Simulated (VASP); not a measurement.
# KI (Fm-3m) in VASP: notebook

The runs below take KI through single point, with HSE06.

All numbers are computed with VASP 6.6.1; they aren't measurements. Logs are shortened: lines on timing, memory, paths and dates and some standing lists are left out, and cuts for length are marked.

## Step 1: The cell of the first run

Symmetry: Fm-3m, No. 225, cubic system. Conventional cell: a = 7.089 Å, b = 7.089 Å, c = 7.089 Å, α = 90.00°, β = 90.00°, γ = 90.00°. Within 4.7 Å of K (site symmetry m-3m) lie 6 I at 3.54 Å. Within 4.7 Å of I (site symmetry m-3m) lie 6 K at 3.54 Å.

## Step 2: Single point, HSE06

POSCAR reads:

```
KI
1.0
    0.0000000000      3.5442850250      3.5442850250
    3.5442850250      0.0000000000      3.5442850250
    3.5442850250      3.5442850250      0.0000000000
K I
1 1
Direct
    0.0000000000      0.0000000000      0.0000000000
    0.5000000000      0.5000000000      0.5000000000
```

INCAR.step1 reads:

```
ALGO = Normal ; EDIFF = 1E-5
ENCUT = 520 ; GGA = PE
ISIF = 2 ; ISMEAR = 0
LASPH = T ; LCHARG = F
LREAL = F ; LWAVE = T
NBANDS = 15 ; NELM = 80
PREC = Accurate ; SIGMA = 0.01
```

INCAR.step2 reads:

```
ALGO = Normal ; EDIFF = 1E-7
ENCUT = 520 ; GGA = PE
HFSCREEN = 0.2079 ; ISIF = 2
ISMEAR = 0 ; ISTART = 1
LASPH = T ; LCHARG = F
LHFCALC = T ; LREAL = F
LWAVE = F ; NBANDS = 15
NELM = 80 ; PREC = Accurate
PRECFOCK = Normal ; SIGMA = 0.01
```

KPOINTS reads:

```
k-points
0
Gamma
  4 4 4
```

Potentials or basis: VASP PAW PBE potentials, release 64 (K_sv, I).

On the command line:

```console
$ cat potpaw_PBE.64/K_sv/POTCAR potpaw_PBE.64/I/POTCAR > POTCAR
$ cp INCAR.step1 INCAR
$ mpirun -np 1 vasp_std > vasp.out
$ cp INCAR.step2 INCAR
$ mpirun -np 1 vasp_std > vasp.out
```

OUTCAR:

```text
EDIFF = 1E-7
   ENCUT = 520
   GGA = PE
   HFSCREEN = 0.2079
   ISIF = 2
   ISMEAR = 0
   ISTART = 1
   LASPH = T
   LHFCALC = T
   LREAL = F
   NELM = 80
   PREC = Accurate
   PRECFOCK = Normal

 ion  position               nearest neighbor table
   1  0.000  0.000  0.000-   2 3.54   2 3.54   2 3.54   2 3.54   2 3.54   2 3.54
   2  0.500  0.500  0.500-   1 3.54   1 3.54   1 3.54   1 3.54   1 3.54   1 3.54

  LATTYP: Found a face centered cubic cell.
 ALAT       =     7.0885700500

  Lattice vectors:

 A1 = (   0.0000000000,   3.5442850250,   3.5442850250)
 A2 = (   3.5442850250,   0.0000000000,   3.5442850250)
 A3 = (   3.5442850250,   3.5442850250,   0.0000000000)

Analysis of symmetry for initial positions (statically):
=====================================================================
 Subroutine PRICEL returns:
 Original cell was already a primitive cell.

 Routine SETGRP: Setting up the symmetry group for a
 face centered cubic supercell.

 Subroutine GETGRP returns: Found 48 space group operations
 (whereof 48 operations were pure point group operations)
 out of a pool of 48 trial point group operations.

The static configuration has the point symmetry O_h .

Analysis of symmetry for dynamics (positions and initial velocities):
=====================================================================
 Subroutine PRICEL returns:
 Original cell was already a primitive cell.

 Routine SETGRP: Setting up the symmetry group for a
 face centered cubic supercell.

 Subroutine GETGRP returns: Found 48 space group operations
 (whereof 48 operations were pure point group operations)
 out of a pool of 48 trial point group operations.

The dynamic configuration has the point symmetry O_h .

 Subroutine INISYM returns: Found 48 space group operations
 (whereof 48 operations are pure point group operations),
 and found     1 'primitive' translations

----------------------------------------------------------------------------------------

                                     Primitive cell

  volume of cell :      89.0463

  direct lattice vectors                    reciprocal lattice vectors
     0.000000000  3.544285025  3.544285025    -0.141072176  0.141072176  0.141072176
     3.544285025  0.000000000  3.544285025     0.141072176 -0.141072176  0.141072176
     3.544285025  3.544285025  0.000000000     0.141072176  0.141072176 -0.141072176

  length of vectors
     5.012375951  5.012375951  5.012375951     0.244344176  0.244344176  0.244344176

  position of ions in fractional coordinates (direct lattice)
     0.000000000  0.000000000  0.000000000
     0.500000000  0.500000000  0.500000000

  ion indices of the primitive-cell ions
   primitive index   ion index
                 1           1
                 2           2

----------------------------------------------------------------------------------------

 KPOINTS: k-points

Automatic generation of k-mesh.
 Grid dimensions read from file:
 generate k-points for:    4    4    4

 Generating k-lattice:

  Cartesian coordinates                     Fractional coordinates (reciprocal lattice)
    -0.035268044  0.035268044  0.035268044     0.250000000  0.000000000  0.000000000
     0.035268044 -0.035268044  0.035268044     0.000000000  0.250000000  0.000000000
     0.035268044  0.035268044 -0.035268044     0.000000000  0.000000000  0.250000000

  Length of vectors
     0.061086044  0.061086044  0.061086044

  Shift w.r.t. Gamma in fractional coordinates (k-lattice)
     0.000000000  0.000000000  0.000000000

 Subroutine IBZKPT returns following result:
 ===========================================

 Found      8 irreducible k-points:

 Following reciprocal coordinates:
            Coordinates               Weight
  0.000000  0.000000  0.000000      1.000000
  0.250000  0.000000  0.000000      8.000000
  0.500000  0.000000  0.000000      4.000000
  0.250000  0.250000  0.000000      6.000000
  0.500000  0.250000  0.000000     24.000000
 -0.250000  0.250000  0.000000     12.000000
  0.500000  0.500000  0.000000      3.000000
 -0.250000  0.500000  0.250000      6.000000
   k-points           NKPTS =      8   k-points in BZ     NKDIM =     64   number of bands    NBANDS=     15
   number of dos      NEDOS =    301   number of ions     NIONS =      2
   total plane-waves  NPLWV =  64000
   dimension x,y,z NGX =    40 NGY =   40 NGZ =   40
   dimension x,y,z NGXF=    80 NGYF=   80 NGZF=   80
   ions per type =               1   1
   NGX,Y,Z   is equivalent  to a cutoff of  13.27, 13.27, 13.27 a.u.
   NGXF,Y,Z  is equivalent  to a cutoff of  26.53, 26.53, 26.53 a.u.
 SYSTEM =  unknown system
   PREC   = accura    normal or accurate (medium, high low for compatibility)
   ISTART =      1    job   : 0-new  1-cont  2-samecut
   ICHARG =      0    charge: 1-file 2-atom 10-const
   ISPIN  =      1    spin polarized calculation?
   LNONCOLLINEAR =      F non collinear calculations
   LSORBIT =      F    spin-orbit coupling
   LASPH  =      T    aspherical Exc in radial PAW
   ENCUT  =  520.0 eV  38.22 Ry    6.18 a.u.   9.32  9.32  9.32*2*pi/ulx,y,z
   NELM   =     80;   NELMIN=  2; NELMDL=  0     # of ELM steps
   EDIFF  = 0.1E-06   stopping-criterion for ELM
   LREAL  =      F    real-space projection
   EDIFFG = 0.1E-05   stopping-criterion for IOM
   NSW    =      0    number of steps for IOM
   IBRION =     -1    ionic relax: 0-MD 1-quasi-New 2-CG
   NFREE  =      0    steps in history (QN), initial steepest desc. (CG)
   ISIF   =      2    stress and relaxation
   ISYM   =      3    0-nonsym 1-usesym 2-fastsym
   POTIM  = 0.5000    time-step for ionic-motion
   TEBEG  =    0.0;   TEEND  =   0.0 temperature during run
   PSTRESS=    0.0 pullay stress
   NELECT =      16.0000    total number of electrons
   NUPDOWN=      -1.0000    fix difference up-down
   EMIN   =  10.00;   EMAX   =-10.00  energy-range for DOS
   EFERMI =   0.00;   METHOD = LEGACY
   ISMEAR =     0;   SIGMA  =   0.01  broadening in eV -4-tet -1-fermi 0-gaus
   EFERMI_NEDOS =   21; number of points for ismear=-14 and -15
   IALGO  =     38    algorithm
   IMIX   =      1    mixing-type and parameters
     AMIX     =   0.40;   BMIX     =  1.00
     AMIX_MAG =   1.60;   BMIX_MAG =  1.00
  volume/ion in A,a.u.               =      44.52       300.46
  Fermi-wavevector in a.u.,A,eV,Ry     =   0.923796  1.745722 11.611205  0.853399
  Thomas-Fermi vector in A             =   2.049472
   LORBIT       =      0    0 simple, 1 ext, 2 COOP (PROOUT), +10 PAW based schemes
   GGA     = PE    functional components
   LHFCALC =     T    Hartree Fock is set to
   PRECFOCK=normal    Normal, Fast or Accurate (Low or Medium for compatibility)
   ENCUT4O =  -1.0   cutoff for four orbital integrals eV
   NKREDX  =     1    reduce k-point grid by
   NKREDY  =     1    reduce k-point grid by
   NKREDZ  =     1    reduce k-point grid by
   AEXX    =    0.2500 exact exchange contribution
   HFSCREEN=    0.2079 screening length (either q_TF or 0.3 A-1)
   HFSCREENC=   0.2079 screening length for correlation (either q_TF or 0.3 A-1)
   ENCUTFOCK=  -1.0 apply spherical cutoff to Coloumb kernel
   IVDW    =     0    specifies the selected vdW correction
   LEPSILON=     F    determine dielectric tensor
   LRPA    =     F    only Hartree local field effects (RPA)
 non-spin polarized calculation
 Gauss-broadening in eV      SIGMA  =   0.01
  energy-cutoff  :      520.00
  volume of cell :       89.05
 maximum number of plane-waves:      2421
 NGX is ok and might be reduce to    40
  NGX = 28; NGY = 28; NGZ = 28

 number of electron      15.9999999 magnetization

 Free energy of the ion-electron system (eV)
  ---------------------------------------------------
  ext. energy  EPLUGINS =         0.00000000
  ---------------------------------------------------
  free energy    TOTEN  =        -6.40232510 eV

  energy without entropy =       -6.40232510  energy(sigma->0) =       -6.40232510

 E-fermi :  -1.0616     XC(G=0):  -6.0120

 val. band max:       -1.1935190016   @ k =   0.0000   0.0000   0.0000
 cond. band min:       3.7362728378   @ k =   0.0000   0.0000   0.0000
 fundamental gap:      4.9297918394
 Fermi energy:        -1.0615947749

 k-point     1 :       0.0000    0.0000    0.0000
  band No.  band energies     occupation
      1     -32.0397      2.00000
      2     -14.1716      2.00000
      3     -14.1716      2.00000
      4     -14.1716      2.00000
      5     -12.5694      2.00000
      6      -1.1935      2.00000
      7      -1.1935      2.00000
      8      -1.1935      2.00000
      9       3.7363      0.00000
     10       6.4521      0.00000
     11       6.4521      0.00000
     12       6.4521      0.00000
     13       7.2819      0.00000
     14       7.2819      0.00000
     15       9.5959      0.00000

 k-point     2 :       0.2500    0.0000    0.0000
  band No.  band energies     occupation
      1     -32.0387      2.00000
      2     -14.2531      2.00000
      3     -14.1721      2.00000
      4     -14.1721      2.00000
      5     -12.4147      2.00000
      6      -1.9654      2.00000
      7      -1.3702      2.00000
      8      -1.3702      2.00000
      9       4.8419      0.00000
     10       6.4653      0.00000
     11       7.0854      0.00000
     12       7.0854      0.00000
     13       7.9828      0.00000
     14       7.9828      0.00000
     15      10.4344      0.00000
[... 77 lines left out ...]
      3     -14.1899      2.00000
      4     -14.1899      2.00000
      5     -12.4068      2.00000
      6      -2.2463      2.00000
      7      -1.5826      2.00000
      8      -1.5826      2.00000
      9       4.7602      0.00000
     10       5.6194      0.00000
     11       8.2695      0.00000
     12       8.6686      0.00000
     13       8.9430      0.00000
     14       9.9554      0.00000
     15       9.9554      0.00000

 k-point     8 :      -0.2500    0.5000    0.2500
  band No.  band energies     occupation
      1     -32.0370      2.00000
      2     -14.2232      2.00000
      3     -14.2032      2.00000
      4     -14.2032      2.00000
      5     -12.3450      2.00000
      6      -1.9563      2.00000
      7      -1.9563      2.00000
      8      -1.8079      2.00000
      9       6.3403      0.00000
     10       6.3403      0.00000
     11       6.5396      0.00000
     12       8.2038      0.00000
     13       8.9281      0.00000
     14      10.0039      0.00000
     15      10.3736      0.00000

------------------------ aborting loop because EDIFF is reached ----------------------------------------

  FORCE on cell =-STRESS in cart. coord.  units (eV):
  Direction    XX          YY          ZZ          XY          YZ          ZX
  --------------------------------------------------------------------------------------
  -------------------------------------------------------------------------------------
  Total        0.1584002      0.1584002      0.1584002      0.0000000      0.0000000      0.0000000
  in kB        2.8500372      2.8500372      2.8500372      0.0000000      0.0000000      0.0000000
  external PRESSURE =       2.8500372 kB  Pullay stress =       0.0000000 kB

 VOLUME and BASIS-vectors are now :
 -----------------------------------------------------------------------------
  energy-cutoff  :      520.00
  volume of cell :       89.05
      direct lattice vectors                 reciprocal lattice vectors
     0.000000000  3.544285025  3.544285025    -0.141072176  0.141072176  0.141072176
     3.544285025  0.000000000  3.544285025     0.141072176 -0.141072176  0.141072176
     3.544285025  3.544285025  0.000000000     0.141072176  0.141072176 -0.141072176

 POSITION                                       TOTAL-FORCE (eV/Angst)
 -----------------------------------------------------------------------------------
      0.00000      0.00000      0.00000         0.000000     -0.000000      0.000000
      3.54429      3.54429      3.54429        -0.000000      0.000000     -0.000000
 -----------------------------------------------------------------------------------
    total drift:                                0.000000      0.000000      0.000000

  FREE ENERGIE OF THE ION-ELECTRON SYSTEM (eV)
  ---------------------------------------------------
  free  energy   TOTEN  =        -6.4023251034 eV

  energy  without entropy=       -6.4023251034  energy(sigma->0) =       -6.40232510
```

Run time: 11 min. Hardware: 1 thread of Intel Xeon Platinum 8259CL at 2.50GHz (Skylake/Cascade Lake), shared host; peak memory 0.35 GiB.

Results:

```yaml
Free_energy: -6.4023 eV
Pressure: 0.3 GPa
Band_gap_on_the_k_mesh: 4.93 eV
```

Caveat: the PAW data sets were made with another functional, which shifts forces and pressure a little; spin-orbit coupling is left out, which moves the levels of the heavy elements.

## Step 3: Single point, HSE06

POSCAR is that of step 2.

INCAR.step1 reads:

```
  ALGO = Normal
  EDIFF = 1E-5
  ENCUT = 520
  GGA = PE
  ISIF = 2
  ISMEAR = 1
  LASPH = True
  LCHARG = False
  LREAL = False
  LWAVE = True
  NBANDS = 15
  NELM = 60
  PREC = Accurate
  SIGMA = 0.2
```

INCAR.step2 reads:

```
  ALGO = Normal
  EDIFF = 1E-6
  ENCUT = 520
  GGA = PE
  HFSCREEN = 0.2079
  ISIF = 2
  ISMEAR = 1
  ISTART = 1
  LASPH = True
  LCHARG = False
  LHFCALC = True
  LREAL = False
  LWAVE = False
  NBANDS = 15
  NELM = 60
  PREC = Accurate
  PRECFOCK = Normal
  SIGMA = 0.2
```

KPOINTS is that of step 2.

Potentials or basis: VASP PAW PBE potentials, release 64 (K_sv, I).

On the command line:

```console
$ cat potpaw_PBE.64/K_sv/POTCAR potpaw_PBE.64/I/POTCAR > POTCAR
$ cp INCAR.step1 INCAR
$ mpirun -np 1 vasp_std > vasp.out
$ cp INCAR.step2 INCAR
$ mpirun -np 1 vasp_std > vasp.out
```

Run time: 8.9 min. Hardware: 1 thread of Intel Xeon Platinum 8259CL at 2.50GHz (Skylake/Cascade Lake), shared host; peak memory 0.35 GiB.

It converged, with:

```yaml
Free_energy: -6.3989 eV
Pressure: 0.2 GPa
Band_gap_on_the_k_mesh: 4.92 eV
```

Levels at points of the mesh, in eV from the valence-band top:
| k point | band 5 | band 6 | band 7 | band 8 | band 9 | band 10 | band 11 | band 12 |
| --- | --- | --- | --- | --- | --- | --- | --- | --- |
| (0.00, 0.00, 0.00) | -11.39 | 0.00 | 0.00 | 0.00 | 4.92 | 7.64 | 7.64 | 7.64 |
| (0.50, 0.00, 0.00) | -11.08 | -1.38 | -0.35 | -0.35 | 6.47 | 8.87 | 9.21 | 9.21 |
| (0.50, 0.50, 0.00) | -11.22 | -1.06 | -0.40 | -0.40 | 5.95 | 6.81 | 9.46 | 9.85 |

Caveat: the PAW data sets were made with another functional, which shifts forces and pressure a little; spin-orbit coupling is left out, which moves the levels of the heavy elements.
